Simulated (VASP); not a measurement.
# AlIn2As3: single point with PBE

AlIn2As3:

```
Al In As
1.0
     4.26178    0.00000    0.00000
    -2.13089    3.69081    0.00000
     0.00000    0.00000   10.45736
Al In As
1 2 3
Direct
  0.00000 0.00000 0.00020
  0.33333 0.66667 0.67227
  0.66667 0.33333 0.32605
  0.00000 0.00000 0.76377
  0.33333 0.66667 0.41793
  0.66667 0.33333 0.06978
```

```yaml
Program: VASP 6.6.1
Task: single point
Functional: PBE
Potentials_or_basis: VASP PAW PBE potentials, release 64 (Al, In_d, As)
Cutoff: 520 eV
k_mesh: 6 × 6 × 2
Occupations: gaussian, width 0.1 eV
Spin: no spin polarisation
Dipole_correction: no
Further_INCAR_settings: ALGO = Normal; EDIFF = 1e-06; NBANDS = 31
```

| Property | Result |
| --- | --- |
| Pressure | 0.2 GPa |
| Largest force | 0.014 eV/Å |

Forces on the atoms (eV/Å):
```
Al   0.000  0.000  0.007
In   0.000  0.000  0.009
In   0.000  0.000  0.010
As   0.000  0.000 -0.005
As   0.000  0.000 -0.007
As   0.000  0.000 -0.014
```

Levels at points of the mesh, in eV from the Fermi level:
```tsv
k point	band 20	band 21	band 22	band 23	band 24	band 25
(0.00, 0.00, 0.00)	-0.27	-0.04	-0.04	-0.02	1.06	1.41
(0.50, 0.00, 0.00)	-2.19	-1.47	-1.27	1.33	1.88	2.22
(0.00, 0.00, 0.50)	-0.46	-0.20	-0.20	0.90	1.33	1.50
(0.50, 0.00, 0.50)	-1.84	-1.06	-0.97	0.96	1.62	2.22
```

It took 89 s on 1 thread of Intel(R) Xeon(R) 6975P-C (Granite Rapids), with other jobs on the host, peak memory 0.3 GiB.

Caveat: spin-orbit coupling is left out, which moves the levels of the heavy elements.
